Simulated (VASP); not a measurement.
A run of VASP 6.6.1:

INCAR

```
PREC = Accurate
ENCUT = 600
EDIFF = 1E-7
ISMEAR = -1
SIGMA = 0.1
LREAL = False
LASPH = True
NELM = 100
ALGO = Normal
ISIF = 3
LWAVE = False
LCHARG = False
GGA = PS
IBRION = 2
NSW = 80
EDIFFG = -0.002
PSTRESS = 100.0
```

File KPOINTS:

```
Automatic mesh
0
Gamma
  15 15 8
```

The input POSCAR:

```
SnSe2
1.0
    3.7203576297      0.0000000000      0.0000000000
   -1.8601788149      3.2219242185      0.0000000000
    0.0000000000      0.0000000000      5.3776180897
Sn Se
1 2
Direct
    0.0000000000      0.0000000000      0.0000000000
    0.3333333333      0.6666666667      0.2932856350
    0.6666666667      0.3333333333      0.7067143650
```

Potentials or basis: VASP PAW PBE potentials, release 64 (Sn_d, Se).

The run is started by

```console
$ cat potpaw_PBE.64/Sn_d/POTCAR potpaw_PBE.64/Se/POTCAR > POTCAR
$ mpirun -np 1 vasp_std > vasp.out
```

Hardware: 1 thread of Intel(R) Xeon(R) Platinum 8259CL CPU @ 2.50GHz (Skylake/Cascade Lake), with other jobs on the host.

Task: How long does it take, and how much memory?

Result: Wall time 31 min on 1 thread of Intel(R) Xeon(R) Platinum 8259CL CPU @ 2.50GHz (Skylake/Cascade Lake), with other jobs on the host, peak memory 0.42 GiB. Counts: scf iterations 88, k points 192, ion steps 13.
